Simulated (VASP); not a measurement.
# FePt (P4/mmm) in VASP: single point with PBE

Aim: the single point of FePt with PBE.

All numbers are computed with VASP 6.6.1; they aren't measurements. Logs are shortened: lines on timing, memory, paths and dates and some standing lists are left out, and cuts for length are marked.

### 1 The cell of the first run

The structure is tetragonal, space group P4/mmm (No. 123). The conventional cell has a = 2.722 Å, b = 2.722 Å, c = 3.700 Å, α = 90.00°, β = 90.00°, γ = 90.00°. Fe (site symmetry 4/mmm) has 8 Pt at 2.67 Å and 4 Fe at 2.72 Å within 3.5 Å. Within 3.5 Å of Pt (site symmetry 4/mmm) lie 8 Fe at 2.67 Å and 4 Pt at 2.72 Å.

### 2 Single point, PBE, collinear spin, ferromagnetic start

Input file INCAR:

```
SYSTEM = FePt
  ALGO = Normal
  EDIFF = 1E-6
  ENCUT = 520
  GGA = PE
  ISIF = 2
  ISMEAR = 0
  ISPIN = 2
  LASPH = .True.
  LCHARG = .True.
  LELF = .True.
  LMAXMIX = 4
  LORBIT = 11
  LREAL = .False.
  LVHAR = .True.
  LWAVE = .False.
  MAGMOM = 3.25 0
  NBANDS = 20
  NELM = 150
  PREC = Accurate
  SIGMA = 0.05
```

Input file KPOINTS:

```
k-points
0
Gamma
  12 12 10
  0 0 0
```

Input file POSCAR:

```
FePt
1.0
    2.7216546016      0.0000000000      0.0000000000
    0.0000000000      2.7216546016      0.0000000000
    0.0000000000      0.0000000000      3.7000008167
Fe Pt
1 1
Direct
    0.5000000000      0.5000000000      0.5000000000
    0.0000000000      0.0000000000      0.0000000000
```

Potentials or basis: VASP PAW PBE potentials, release 64 (Fe, Pt).

On the command line:

```sh
> cat potpaw_PBE.64/Fe/POTCAR potpaw_PBE.64/Pt/POTCAR > POTCAR
> mpirun -np 1 vasp_std > vasp.out
```

OUTCAR:

```text
SYSTEM = FePt
   EDIFF = 1E-6
   ENCUT = 520
   GGA = PE
   ISIF = 2
   ISMEAR = 0
   ISPIN = 2
   LASPH = .True.
   LORBIT = 11
   LREAL = .False.
   NELM = 150
   PREC = Accurate

 ion  position               nearest neighbor table
   1  0.500  0.500  0.500-   2 2.67   2 2.67   2 2.67   2 2.67   2 2.67   2 2.67   2 2.67   2 2.67

   2  0.000  0.000  0.000-   1 2.67   1 2.67   1 2.67   1 2.67   1 2.67   1 2.67   1 2.67   1 2.67

  LATTYP: Found a simple tetragonal cell.
 ALAT       =     2.7216546016
 C/A-ratio  =     1.3594674411

  Lattice vectors:

 A1 = (   2.7216546016,   0.0000000000,   0.0000000000)
 A2 = (   0.0000000000,   2.7216546016,   0.0000000000)
 A3 = (   0.0000000000,   0.0000000000,   3.7000008167)

Analysis of symmetry for initial positions (statically):
=====================================================================
 Subroutine PRICEL returns:
 Original cell was already a primitive cell.

 Routine SETGRP: Setting up the symmetry group for a
 simple tetragonal supercell.

 Subroutine GETGRP returns: Found 16 space group operations
 (whereof 16 operations were pure point group operations)
 out of a pool of 16 trial point group operations.

The static configuration has the point symmetry D_4h.

Analysis of symmetry for dynamics (positions and initial velocities):
=====================================================================
 Subroutine PRICEL returns:
 Original cell was already a primitive cell.

 Routine SETGRP: Setting up the symmetry group for a
 simple tetragonal supercell.

 Subroutine GETGRP returns: Found 16 space group operations
 (whereof 16 operations were pure point group operations)
 out of a pool of 16 trial point group operations.

The dynamic configuration has the point symmetry D_4h.

Analysis of structural, dynamic, and magnetic symmetry:
=====================================================================
 Subroutine PRICEL returns:
 Original cell was already a primitive cell.

 Routine SETGRP: Setting up the symmetry group for a
 simple tetragonal supercell.

 Subroutine GETGRP returns: Found 16 space group operations
 (whereof 16 operations were pure point group operations)
 out of a pool of 16 trial point group operations.

The overall configuration has the point symmetry D_4h.

 Subroutine INISYM returns: Found 16 space group operations
[... 109 lines left out ...]
   NUPDOWN=      -1.0000    fix difference up-down
   EMIN   =  10.00;   EMAX   =-10.00  energy-range for DOS
   EFERMI =   0.00;   METHOD = LEGACY
   ISMEAR =     0;   SIGMA  =   0.05  broadening in eV -4-tet -1-fermi 0-gaus
   EFERMI_NEDOS =   21; number of points for ismear=-14 and -15
   IALGO  =     38    algorithm
   IMIX   =      4    mixing-type and parameters
     AMIX     =   0.40;   BMIX     =  1.00
     AMIX_MAG =   1.60;   BMIX_MAG =  1.00
  volume/ion in A,a.u.               =      13.70        92.48
  Fermi-wavevector in a.u.,A,eV,Ry     =   1.423016  2.689110 27.551443  2.024974
  Thomas-Fermi vector in A             =   2.543658
   LORBIT       =     11    0 simple, 1 ext, 2 COOP (PROOUT), +10 PAW based schemes
   GGA     = PE    functional components
   LHFCALC =     F    Hartree Fock is set to
   AEXX    =    0.0000 exact exchange contribution
   IVDW    =     0    specifies the selected vdW correction
   LEPSILON=     F    determine dielectric tensor
   LRPA    =     F    only Hartree local field effects (RPA)
 spin polarized calculation
 Gauss-broadening in eV      SIGMA  =   0.05
  energy-cutoff  :      520.00
  volume of cell :       27.41
 maximum number of plane-waves:       760
   NGX = 11   NGY = 11   NGZ = 13

 number of electron      17.9999998 magnetization       3.2863249

 Free energy of the ion-electron system (eV)
  ---------------------------------------------------
  ext. energy  EPLUGINS =         0.00000000
  ---------------------------------------------------
  free energy    TOTEN  =       -14.79230966 eV

  energy without entropy =      -14.78968078  energy(sigma->0) =      -14.79099522

 E-fermi :   8.7702     XC(G=0): -13.0977

 val. band max:        8.7650305704   @ k =   0.3333   0.3333   0.2000
 cond. band min:       8.7712773271   @ k =   0.5000   0.2500   0.2000
 fundamental gap:      0.0062467567
 Fermi energy:         8.7702225476

 spin component 1

 k-point     1 :       0.0000    0.0000    0.0000
  band No.  band energies     occupation
      1      -0.8498      1.00000
      2       2.3910      1.00000
      3       2.5673      1.00000
      4       5.3156      1.00000
      5       5.3156      1.00000
      6       5.8844      1.00000
[... 541 lines left out ...]
     19      29.7059      0.00000
     20      29.8281      0.00000

 [... further k-points ...]

 spin component 2

 k-point     1 :       0.0000    0.0000    0.0000
  band No.  band energies     occupation
      1      -0.7113      1.00000
      2       2.9692      1.00000
      3       2.9732      1.00000
      4       6.3976      1.00000
      5       6.3976      1.00000
      6       8.0006      1.00000
[... 541 lines left out ...]
     19      30.0917      0.00000
     20      30.1858      0.00000

 [... further k-points ...]
[... 5 lines left out ...]
  --------------------------------------------------------------------------------------
  -------------------------------------------------------------------------------------
  Total        0.6830430      0.6830430      0.9691817      0.0000000     -0.0000000      0.0000000
  in kB       39.9292169     39.9292169     56.6562664      0.0000000     -0.0000000      0.0000000
  external PRESSURE =      45.5049000 kB  Pullay stress =       0.0000000 kB

 VOLUME and BASIS-vectors are now :
 -----------------------------------------------------------------------------
  energy-cutoff  :      520.00
  volume of cell :       27.41
      direct lattice vectors                 reciprocal lattice vectors
     2.721654602  0.000000000  0.000000000     0.367423552  0.000000000  0.000000000
     0.000000000  2.721654602  0.000000000     0.000000000  0.367423552  0.000000000
     0.000000000  0.000000000  3.700000817     0.000000000  0.000000000  0.270270211

 POSITION                                       TOTAL-FORCE (eV/Angst)
 -----------------------------------------------------------------------------------
      1.36083      1.36083      1.85000         0.000000      0.000000      0.000000
      0.00000      0.00000      0.00000         0.000000      0.000000      0.000000
 -----------------------------------------------------------------------------------
    total drift:                               -0.000000      0.000000      0.000000

  FREE ENERGIE OF THE ION-ELECTRON SYSTEM (eV)
  ---------------------------------------------------
  free  energy   TOTEN  =       -14.7923096555 eV

  energy  without entropy=      -14.7896807754  energy(sigma->0) =      -14.79099522

 total charge

# of ion       s       p       d       tot
------------------------------------------
    1        0.413   0.459   6.129   7.001
    2        0.717   0.674   8.059   9.450
--------------------------------------------------
tot          1.130   1.133  14.187  16.451

 magnetization (x)

# of ion       s       p       d       tot
------------------------------------------
    1        0.005  -0.007   2.918   2.917
    2       -0.026  -0.066   0.436   0.344
--------------------------------------------------
tot         -0.021  -0.073   3.355   3.261
```

OSZICAR:

```text
N       E                     dE             d eps       ncg     rms          rms(c)
DAV:   1     0.961699139096E+02    0.96170E+02   -0.80076E+03 13828   0.978E+02
DAV:   2    -0.121175308358E+02   -0.10829E+03   -0.95492E+02 13856   0.220E+02
DAV:   3    -0.161627655483E+02   -0.40452E+01   -0.39345E+01 15640   0.481E+01
DAV:   4    -0.162123512270E+02   -0.49586E-01   -0.49544E-01 15148   0.455E+00
DAV:   5    -0.162136312694E+02   -0.12800E-02   -0.12800E-02 16120   0.822E-01    0.169E+01
DAV:   6    -0.173350864411E+02   -0.11215E+01   -0.10816E+01 14952   0.628E+01    0.238E+01
DAV:   7    -0.149295820290E+02    0.24055E+01   -0.73743E+00 17276   0.590E+01    0.861E+00
DAV:   8    -0.148676622555E+02    0.61920E-01   -0.33578E-01 16588   0.769E+00    0.387E+00
DAV:   9    -0.148015044570E+02    0.66158E-01   -0.78172E-02 19456   0.503E+00    0.168E+00
DAV:  10    -0.147930999344E+02    0.84045E-02   -0.23924E-02 20228   0.243E+00    0.590E-01
DAV:  11    -0.147925262970E+02    0.57364E-03   -0.20521E-03 19744   0.684E-01    0.265E-01
DAV:  12    -0.147923039721E+02    0.22232E-03   -0.21428E-04 18644   0.211E-01    0.709E-02
DAV:  13    -0.147923145744E+02   -0.10602E-04   -0.28781E-05 18336   0.850E-02    0.406E-02
DAV:  14    -0.147923089026E+02    0.56718E-05   -0.58178E-06 15908   0.480E-02    0.126E-02
DAV:  15    -0.147923096555E+02   -0.75295E-06   -0.15311E-06 10544   0.235E-02
   1 F= -.14792310E+02 E0= -.14790995E+02  d E =-.262888E-02  mag=     3.2865
```

stdout:

```text
POSCAR found type information on POSCAR FePt
 POSCAR found :  2 types and       2 ions
 scaLAPACK will be used
 LDA part: xc-table for (Slater+PW92), standard interpolation
 POSCAR, INCAR and KPOINTS ok, starting setup
 FFT: planning ... GRIDC
 FFT: planning ... GRID_SOFT
 FFT: planning ... GRID
 WAVECAR not read
 entering main loop
```

Run time: 1.7 min. Hardware: 1 thread of Intel Xeon Platinum 8488C (Sapphire Rapids), shared host; peak memory 0.26 GiB.

What came out:

* Free energy: -14.7923 eV
* Pressure: 4.6 GPa
* Net moment: 3.29 μB per cell
* Site moments: Fe +2.92; Pt +0.34 μB
* Valence electrons inside the program's atomic spheres: Fe 7.00; Pt 9.45

Stress tensor (GPa, compression positive):
```
3.99 0.00 0.00
0.00 3.99 0.00
0.00 0.00 5.67
```

Caveat: the cell stands under pressure; spin-orbit coupling is left out, which moves the levels of the heavy elements.
